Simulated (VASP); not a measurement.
Here is a VASP 6.6.1 calculation.

INCAR

```
SYSTEM = Si3O8
PREC = Accurate ; ENCUT = 520
EDIFF = 1E-6 ; ISMEAR = 0
SIGMA = 0.1 ; LREAL = Auto
LASPH = .True. ; NELM = 80
ALGO = Normal ; ISIF = 2
LWAVE = .False. ; LCHARG = .False.
GGA = PE ; NBANDS = 77
```

File KPOINTS:

```
Automatic mesh
0
Gamma
  2 2 6
  0 0 0
```

File POSCAR:

```
Si3O8
1.0
    9.0114044000      0.0000000000      0.0000000000
    0.0000000000      9.0114044000      0.0000000000
    0.0000000000      0.0000000000      3.5714757600
Si O
6 16
Direct
    0.5000000000      0.5000000000      0.0000000000
    0.0000000000      0.0000000000      0.0000000000
    0.8631799800      0.6368200200      0.0000000000
    0.1368200200      0.3631799800      0.0000000000
    0.6368200200      0.1368200200      0.0000000000
    0.3631799800      0.8631799800      0.0000000000
    0.5000000000      0.5000000000      0.5000000000
    0.6815899900      0.5684100100      0.0000000000
    0.3184100100      0.4315899900      0.0000000000
    0.5684100100      0.3184100100      0.0000000000
    0.4315899900      0.6815899900      0.0000000000
    0.0000000000      0.0000000000      0.5000000000
    0.9315899900      0.8184100100      0.0000000000
    0.0684100100      0.1815899900      0.0000000000
    0.8184100100      0.0684100100      0.0000000000
    0.1815899900      0.9315899900      0.0000000000
    0.8631799800      0.6368200200      0.5000000000
    0.0000000000      0.5000000000      0.0000000000
    0.1368200200      0.3631799800      0.5000000000
    0.6368200200      0.1368200200      0.5000000000
    0.5000000000      0.0000000000      0.0000000000
    0.3631799800      0.8631799800      0.5000000000
```

Potentials or basis: VASP PAW PBE potentials, release 64 (Si, O).

Command:

```bash
$ cat potpaw_PBE.64/Si/POTCAR potpaw_PBE.64/O/POTCAR > POTCAR
$ mpirun -np 1 vasp_std > vasp.out
```

Question: What does it give for the largest force?

Answer: 2.091 eV/Å.

Question: What does it give for the band gap on the k mesh?

Answer: Zero (band 60 reaches 0.85 eV, above the bottom of band 61 at 0.16 eV).

Question: Predict the pressure.

Answer: -14.3 GPa.

Forces on the atoms (eV/Å):
```
Si   0.000  0.000  0.000
Si   0.000  0.000  0.000
Si   0.436 -0.436  0.000
Si  -0.436  0.436  0.000
Si  -0.436 -0.436  0.000
Si   0.436  0.436  0.000
O    0.000  0.000  0.000
O    1.882  0.910  0.000
O   -1.882 -0.910  0.000
O    0.910 -1.882  0.000
O   -0.910  1.882  0.000
O    0.000  0.000  0.000
O   -0.910 -1.882  0.000
O    0.910  1.882  0.000
O   -1.882  0.910  0.000
O    1.882 -0.910  0.000
O   -0.198  0.198  0.000
O    0.000  0.000  0.000
O    0.198 -0.198  0.000
O    0.198  0.198  0.000
O    0.000  0.000  0.000
O   -0.198 -0.198  0.000
```

Caveat: forces of over 1 eV/Å act on the atoms, so gaps and moduli don't describe the material at rest.
